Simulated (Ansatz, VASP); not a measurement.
Two plane-wave programs on AlB2Sb3

```
Al B Sb
1.0
     5.45778    0.00000    0.00000
    -2.72889    4.72657    0.00000
     0.00000    0.00000    4.63364
Al B Sb
1 2 3
Cartesian
  0.0000 0.0000 0.0000
  0.0000 3.1510 2.3168
  2.7289 1.5755 2.3168
  2.7289 0.0000 0.0000
  -1.3644 2.3633 0.0000
  1.3644 2.3633 0.0000
```

Alike in both runs: task single point; functional PBE; k mesh 6 × 6 × 4; occupations gaussian, width 0.1 eV; no spin polarisation.

```csv
,VASP,Ansatz
version,VASP 6.6.1,Ansatz 0.2.0
potentials or method,"VASP PAW PBE potentials, release 64 (Al, B, Sb), cutoff 520 eV","scalar-relativistic, plane waves, PAW"
valence electrons in the cell,24,54
```

|  | VASP | Ansatz | Ansatz less VASP |
| --- | --- | --- | --- |
| gap on the k mesh at the Fermi level (eV) | none | none | - |
| pressure (GPa) | 22.2 | 21.7 | -0.43 |
| traceless stress, the component that is largest in VASP (GPa) | -27.35 | -26.92 | +0.431 |

A gap of «none» marks a metal or a gap that the smearing closes. The functional is the same, so the differences come from potentials, cutoffs and numerics. VASP's potentials hold 24 valence electrons a cell and Ansatz's 54, so a difference there can come from the potentials and not from the codes.

Neither program's run includes spin-orbit coupling.
